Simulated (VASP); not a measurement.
CdB15N15 (a cell with a defect), 31 atoms in the cell. The cell holds a defect, 31 atoms: a = 6.277 Å, b = 6.277 Å, c = 6.277 Å, α = 109.47°, β = 109.47°, γ = 109.47°. 

| Quantity | Value |
| --- | --- |
| Program | VASP 6.6.1 |
| Task | single point |
| Functional | LDA |
| Potentials or basis | VASP PAW LDA potentials, release 64 (B, Cd, N) |
| Cutoff | 520 eV |
| k mesh | 1 × 1 × 1, shifted |
| Occupations | fermi-dirac, width 0.01 eV |
| Spin | no spin polarisation |
| Dipole correction | no |
| Charge | 2 |
| Further INCAR settings | LREAL = Auto; ALGO = Normal; EDIFF = 1e-06; NBANDS = 87; NELECT = 130.0 |

Potentials or basis: VASP PAW LDA potentials, release 64 (B, Cd, N).

The run is started by

```console
$ cat potpaw_LDA.64/B/POTCAR potpaw_LDA.64/Cd/POTCAR potpaw_LDA.64/N/POTCAR > POTCAR
$ mpirun -np 1 vasp_std > vasp.out
```

Hardware: 1 thread of Intel Xeon 8259CL, with other jobs on the host.

**Question.** How long does it take, and how much memory?

**Answer.** It took 120 s on 1 thread of Intel Xeon 8259CL (shared host), peak memory 0.26 GiB. Counts: scf iterations 21, k points 1.
